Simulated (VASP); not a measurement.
# P in VASP: notebook

The runs below take P through single point, with PBEsol.

Everything below comes from runs of VASP 6.6.1. Logs are shortened: lines on timing, memory, paths and dates and some standing lists are left out, and cuts for length are marked.

**1. The cell of the first run**

The cell holds a slab with vacuum, 8 atoms: a = 3.284 Å, b = 35.163 Å, c = 10.008 Å, α = 83.00°, β = 90.00°, γ = 90.00°.

**2. Single point, PBEsol (the distance across one plane changed)**

INCAR reads:

```
  PREC = Accurate
  ENCUT = 520
  EDIFF = 1E-7
  ISMEAR = 0
  SIGMA = 0.05
  LREAL = False
  LASPH = True
  NELM = 80
  ALGO = Normal
  ISIF = 2
  LWAVE = False
  LCHARG = True
  GGA = PS
  LELF = True
  LVHAR = True
  NBANDS = 30
```

KPOINTS reads:

```
Automatic mesh
0
Gamma
  8 1 3
```

POSCAR reads:

```
P
1.0
   -3.2837277200      0.0000000000      0.0000000000
    0.0000000000    -34.8570309900      4.6320847100
    0.0000000000      0.0987975493     10.0076336385
P
8
Direct
    0.0000000000      0.0311305229      0.4910986563
    0.0000000000      0.0298203413      0.0288499364
    0.0000000000      0.9728000220      0.8956475032
    0.0000000000      0.9714898404      0.4333987834
    0.5000000000      0.9723863995      0.7497162480
    0.5000000000      0.9710762179      0.2874675282
    0.5000000000      0.0315441453      0.6370299115
    0.5000000000      0.0302339637      0.1747811916
```

Potentials or basis: VASP PAW PBE potentials, release 64 (P).

Command:

```
$ cat potpaw_PBE.64/P/POTCAR > POTCAR
$ mpirun -np 1 vasp_std > vasp.out
```

OUTCAR:

```text
PREC = Accurate
   ENCUT = 520
   EDIFF = 1E-7
   ISMEAR = 0
   LREAL = False
   LASPH = True
   NELM = 80
   ISIF = 2
   GGA = PS

 ion  position               nearest neighbor table
   1  0.000  0.031  0.491-   7 2.20   7 2.20   4 2.24
   2  0.000  0.030  0.029-   8 2.20   8 2.20   3 2.54
   3  0.000  0.973  0.896-   5 2.20   5 2.20   2 2.54
   4  0.000  0.971  0.433-   6 2.20   6 2.20   1 2.24
   5  0.500  0.972  0.750-   3 2.20   3 2.20   7 2.24
   6  0.500  0.971  0.287-   4 2.20   4 2.20   8 2.24
   7  0.500  0.032  0.637-   1 2.20   1 2.20   5 2.24
   8  0.500  0.030  0.175-   2 2.20   2 2.20   6 2.24

  LATTYP: Found a simple monoclinic cell.
 ALAT       =    10.0081213021
 B/A-ratio  =     0.3281063070
 C/A-ratio  =     3.5134924431
 COS(beta)  =    -0.1219379352

  Lattice vectors:

 A1 = (   0.0000000000,   0.0987975493,  10.0076336385)
 A2 = (   3.2837277200,   0.0000000000,   0.0000000000)
 A3 = (   0.0000000000,  34.8570309900,  -4.6320847100)

Analysis of symmetry for initial positions (statically):
=====================================================================
 Subroutine PRICEL returns:
 Original cell was already a primitive cell.

 Routine SETGRP: Setting up the symmetry group for a
 simple monoclinic supercell.

 Subroutine GETGRP returns: Found  4 space group operations
 (whereof  2 operations were pure point group operations)
 out of a pool of  4 trial point group operations.

The static configuration has the point symmetry C_1h.
 The point group associated with its full space group is C_2h.

Analysis of symmetry for dynamics (positions and initial velocities):
=====================================================================
 Subroutine PRICEL returns:
 Original cell was already a primitive cell.

 Routine SETGRP: Setting up the symmetry group for a
 simple monoclinic supercell.

 Subroutine GETGRP returns: Found  4 space group operations
 (whereof  2 operations were pure point group operations)
 out of a pool of  4 trial point group operations.

The dynamic configuration has the point symmetry C_1h.
 The point group associated with its full space group is C_2h.

 Subroutine INISYM returns: Found  4 space group operations
 (whereof  2 operations are pure point group operations),
 and found     1 'primitive' translations

----------------------------------------------------------------------------------------

                                     Primitive cell

  volume of cell :    1146.9865

  direct lattice vectors                    reciprocal lattice vectors
    -3.283727720  0.000000000  0.000000000    -0.304531948  0.000000000  0.000000000
     0.000000000-34.857030990  4.632084710     0.000000000 -0.028651029  0.000282849
     0.000000000  0.098797549 10.007633638     0.000000000  0.013261276  0.099792804

  length of vectors
     3.283727720 35.163458564 10.008121302     0.304531948  0.028652426  0.100670080

  position of ions in fractional coordinates (direct lattice)
     0.000000000  0.031130523  0.491098656
     0.000000000  0.029820341  0.028849936
     0.000000000  0.972800022  0.895647503
     0.000000000  0.971489840  0.433398783
     0.500000000  0.972386400  0.749716248
     0.500000000  0.971076218  0.287467528
     0.500000000  0.031544145  0.637029912
     0.500000000  0.030233964  0.174781192

  ion indices of the primitive-cell ions
   primitive index   ion index
                 1           1
                 2           2
                 3           3
                 4           4
                 5           5
                 6           6
                 7           7
                 8           8

----------------------------------------------------------------------------------------

 KPOINTS: Automatic mesh

Automatic generation of k-mesh.
 Grid dimensions read from file:
 generate k-points for:    8    1    3

 Generating k-lattice:

  Cartesian coordinates                     Fractional coordinates (reciprocal lattice)
    -0.038066494  0.000000000  0.000000000     0.125000000  0.000000000  0.000000000
     0.000000000 -0.028651029  0.000282849     0.000000000  1.000000000 -0.000000000
     0.000000000  0.004420425  0.033264268     0.000000000 -0.000000000  0.333333333

  Length of vectors
     0.038066494  0.028652426  0.033556693

  Shift w.r.t. Gamma in fractional coordinates (k-lattice)
     0.000000000  0.000000000  0.000000000

 Subroutine IBZKPT returns following result:
 ===========================================

 Found     10 irreducible k-points:

 Following reciprocal coordinates:
            Coordinates               Weight
  0.000000  0.000000  0.000000      1.000000
  0.125000  0.000000  0.000000      2.000000
  0.250000  0.000000  0.000000      2.000000
  0.375000  0.000000  0.000000      2.000000
  0.500000  0.000000  0.000000      1.000000
  0.000000  0.000000  0.333333      2.000000
  0.125000  0.000000  0.333333      4.000000
  0.250000  0.000000  0.333333      4.000000
  0.375000  0.000000  0.333333      4.000000
  0.500000  0.000000  0.333333      2.000000
   k-points           NKPTS =     10   k-points in BZ     NKDIM =     10   number of bands    NBANDS=     30
   number of dos      NEDOS =    301   number of ions     NIONS =      8
   total plane-waves  NPLWV = 518400
   dimension x,y,z NGX =    24 NGY =  270 NGZ =   80
   dimension x,y,z NGXF=    48 NGYF=  540 NGZF=  160
   ions per type =               8
   NGX,Y,Z   is equivalent  to a cutoff of  12.15, 12.77, 13.29 a.u.
   NGXF,Y,Z  is equivalent  to a cutoff of  24.30, 25.53, 26.58 a.u.
 SYSTEM =  unknown system
   PREC   = accura    normal or accurate (medium, high low for compatibility)
   ISTART =      0    job   : 0-new  1-cont  2-samecut
   ICHARG =      2    charge: 1-file 2-atom 10-const
   ISPIN  =      1    spin polarized calculation?
   LNONCOLLINEAR =      F non collinear calculations
   LSORBIT =      F    spin-orbit coupling
   LASPH  =      T    aspherical Exc in radial PAW
   ENCUT  =  520.0 eV  38.22 Ry    6.18 a.u.   6.11 65.38 18.61*2*pi/ulx,y,z
   NELM   =     80;   NELMIN=  2; NELMDL= -5     # of ELM steps
   EDIFF  = 0.1E-06   stopping-criterion for ELM
   LREAL  =      F    real-space projection
   EDIFFG = 0.1E-05   stopping-criterion for IOM
   NSW    =      0    number of steps for IOM
   IBRION =     -1    ionic relax: 0-MD 1-quasi-New 2-CG
   NFREE  =      0    steps in history (QN), initial steepest desc. (CG)
   ISIF   =      2    stress and relaxation
   ISYM   =      2    0-nonsym 1-usesym 2-fastsym
   POTIM  = 0.5000    time-step for ionic-motion
   TEBEG  =    0.0;   TEEND  =   0.0 temperature during run
   PSTRESS=    0.0 pullay stress
   NELECT =      40.0000    total number of electrons
   NUPDOWN=      -1.0000    fix difference up-down
   EMIN   =  10.00;   EMAX   =-10.00  energy-range for DOS
   EFERMI =   0.00;   METHOD = LEGACY
   ISMEAR =     0;   SIGMA  =   0.05  broadening in eV -4-tet -1-fermi 0-gaus
   EFERMI_NEDOS =   21; number of points for ismear=-14 and -15
   IALGO  =     38    algorithm
   IMIX   =      4    mixing-type and parameters
     AMIX     =   0.40;   BMIX     =  1.00
     AMIX_MAG =   1.60;   BMIX_MAG =  1.00
  volume/ion in A,a.u.               =     143.37       967.53
  Fermi-wavevector in a.u.,A,eV,Ry     =   0.534862  1.010743  3.892324  0.286078
  Thomas-Fermi vector in A             =   1.559462
   LORBIT       =      0    0 simple, 1 ext, 2 COOP (PROOUT), +10 PAW based schemes
   GGA     = PS    functional components
   LHFCALC =     F    Hartree Fock is set to
   AEXX    =    0.0000 exact exchange contribution
   IVDW    =     0    specifies the selected vdW correction
   LEPSILON=     F    determine dielectric tensor
   LRPA    =     F    only Hartree local field effects (RPA)
 non-spin polarized calculation
 Gauss-broadening in eV      SIGMA  =   0.05
  energy-cutoff  :      520.00
  volume of cell :     1146.99
 maximum number of plane-waves:     30992
   NGX = 13   NGY =131   NGZ = 37

 number of electron      40.0000000 magnetization

 Free energy of the ion-electron system (eV)
  ---------------------------------------------------
  ext. energy  EPLUGINS =         0.00000000
  ---------------------------------------------------
  free energy    TOTEN  =       -45.01351922 eV

  energy without entropy =      -45.01078309  energy(sigma->0) =      -45.01215115

 E-fermi :  -3.4973     XC(G=0):  -1.6829

 val. band max:       -3.5133207752   @ k =   0.0000   0.0000   0.0000
 cond. band min:      -3.4892231555   @ k =   0.5000   0.0000   0.0000
 fundamental gap:      0.0240976196
 Fermi energy:        -3.4973048900

 k-point     1 :       0.0000    0.0000    0.0000
  band No.  band energies     occupation
      1     -18.5754      2.00000
      2     -17.7710      2.00000
      3     -17.3179      2.00000
      4     -16.3376      2.00000
      5     -12.8794      2.00000
      6     -11.9425      2.00000
[... 22 lines left out ...]
     29       0.2361      0.00000
     30       0.3394      0.00000

 k-point     2 :       0.1250    0.0000    0.0000
  band No.  band energies     occupation
      1     -18.3878      2.00000
      2     -17.5876      2.00000
      3     -17.1321      2.00000
      4     -16.1415      2.00000
      5     -12.9156      2.00000
      6     -11.8905      2.00000
[... 22 lines left out ...]
     29       0.2946      0.00000
     30       0.2981      0.00000

 k-point     3 :       0.2500    0.0000    0.0000
  band No.  band energies     occupation
      1     -17.8319      2.00000
      2     -17.0507      2.00000
      3     -16.5871      2.00000
      4     -15.5563      2.00000
      5     -13.2742      2.00000
      6     -12.0256      2.00000
[... 220 lines left out ...]
     29       0.7172      0.00000
     30       1.0253      0.00000

 k-point    10 :       0.5000    0.0000    0.3333
  band No.  band energies     occupation
      1     -15.8079      2.00000
      2     -15.7461      2.00000
      3     -15.6462      2.00000
      4     -14.8452      2.00000
      5     -13.6970      2.00000
      6     -13.4666      2.00000
[... 22 lines left out ...]
     29       0.2670      0.00000
     30       0.3317      0.00000

------------------------ aborting loop because EDIFF is reached ----------------------------------------

  FORCE on cell =-STRESS in cart. coord.  units (eV):
  Direction    XX          YY          ZZ          XY          YZ          ZX
  --------------------------------------------------------------------------------------
  -------------------------------------------------------------------------------------
  Total       -2.5569812     -0.3561248     -3.3752327      0.0000000      2.5267320      0.0000000
  in kB       -3.5717397     -0.4974559     -4.7147210      0.0000000      3.5294859      0.0000000
  external PRESSURE =      -2.9279722 kB  Pullay stress =       0.0000000 kB

 VOLUME and BASIS-vectors are now :
 -----------------------------------------------------------------------------
  energy-cutoff  :      520.00
  volume of cell :     1146.99
      direct lattice vectors                 reciprocal lattice vectors
    -3.283727720  0.000000000  0.000000000    -0.304531948  0.000000000  0.000000000
     0.000000000-34.857030990  4.632084710     0.000000000 -0.028651029  0.000282849
     0.000000000  0.098797549 10.007633638     0.000000000  0.013261276  0.099792804

 POSITION                                       TOTAL-FORCE (eV/Angst)
 -----------------------------------------------------------------------------------
      0.00000     -1.03660      5.05893         0.000000     -0.047803     -0.324260
      0.00000     -1.03660      0.42685         0.000000     -0.166020     -0.826581
      0.00000    -33.82043     13.46940         0.000000      0.166020      0.826581
      0.00000    -33.82043      8.83732         0.000000      0.047803      0.324260
     -1.64186    -33.82043     12.00706         0.000000     -0.459082      0.307951
     -1.64186    -33.82043      7.37498         0.000000      0.068997     -0.181261
     -1.64186     -1.03660      6.52128         0.000000     -0.068997      0.181261
     -1.64186     -1.03660      1.88919         0.000000      0.459082     -0.307951
 -----------------------------------------------------------------------------------
    total drift:                                0.000000     -0.000015     -0.000002

  FREE ENERGIE OF THE ION-ELECTRON SYSTEM (eV)
  ---------------------------------------------------
  free  energy   TOTEN  =       -45.0135192172 eV

  energy  without entropy=      -45.0107830875  energy(sigma->0) =      -45.01215115
```

Run time: 7.1 min. Hardware: 1 thread of Intel Xeon 6975P-C (Granite Rapids), shared host; peak memory 1 GiB.

Results:

| Item | Value |
| --- | --- |
| Free energy | -45.0135 eV |
| Largest force | 0.843 eV/Å |
| Band gap on the k mesh | 0.02 eV (least direct gap 0.74 eV) |

Forces on the atoms (eV/Å):
```
P    0.000 -0.048 -0.324
P    0.000 -0.166 -0.827
P    0.000  0.166  0.827
P    0.000  0.048  0.324
P    0.000 -0.459  0.308
P    0.000  0.069 -0.181
P    0.000 -0.069  0.181
P    0.000  0.459 -0.308
```

Caveat: the cell differs from its parent crystal (the distance across one plane changed); there is no dipole correction, which matters where the two faces differ; the PAW data sets were made with another functional, which shifts forces and pressure a little.

**3. Single point, PBEsol (the distance across one plane changed)**

Changes to INCAR since step 2:

```diff
@@ -7,3 +7,3 @@
   LASPH = True
-  NELM = 80
+  NELM = 60
   ALGO = Normal
```

KPOINTS reads:

```
regular mesh
0
Gamma
  8 1 3
```

POSCAR reads:

```
P
1.0
   -3.2837277200      0.0000000000      0.0000000000
    0.0000000000    -34.8570309900      4.6320847100
    0.0000000000      0.1317300658     10.2554550447
P
8
Direct
    0.0000000000      0.0315489445      0.4790423483
    0.0000000000      0.0298449217      0.0281416801
    0.0000000000      0.9735631238      0.8736596562
    0.0000000000      0.9718591011      0.4227589880
    0.5000000000      0.9730251663      0.7313109646
    0.5000000000      0.9713211435      0.2804102964
    0.5000000000      0.0320869020      0.6213910400
    0.5000000000      0.0303828793      0.1704903718
```

Potentials or basis: VASP PAW PBE potentials, release 64 (P).

Command:

```
$ cat potpaw_PBE.64/P/POTCAR > POTCAR
$ mpirun -np 1 vasp_std > vasp.out
```

It took 6.3 min on 1 thread of Intel Xeon 6975P-C (Granite Rapids), shared host; peak memory 1 GiB.

The run converged. Its results:

```yaml
Free_energy: -44.7445 eV
Largest_force: 0.638 eV/Å
Band_gap_on_the_k_mesh: zero (bands 20 and 21 overlap by 0.28 eV)
```

Forces on the atoms (eV/Å):
```
P    0.000  0.014 -0.277
P    0.000 -0.119 -0.347
P    0.000  0.119  0.347
P    0.000 -0.014  0.277
P    0.000 -0.315  0.555
P    0.000  0.134 -0.118
P    0.000 -0.134  0.118
P    0.000  0.315 -0.555
```

Levels at points of the mesh, in eV from the Fermi level:
```tsv
k point	band 17	band 18	band 19	band 20	band 21	band 22	band 23	band 24
(0.00, 0.00, 0.00)	-2.00	-1.50	-1.38	0.08	0.67	1.52	1.84	1.97
(0.50, 0.00, 0.00)	-1.96	-1.95	-1.25	-0.73	-0.19	1.35	1.78	2.11
```

Caveat: the cell differs from its parent crystal (the distance across one plane changed); there is no dipole correction, which matters where the two faces differ; the PAW data sets were made with another functional, which shifts forces and pressure a little.

The gap in the log of VASP goes by the Fermi energy; the results here count the filled bands.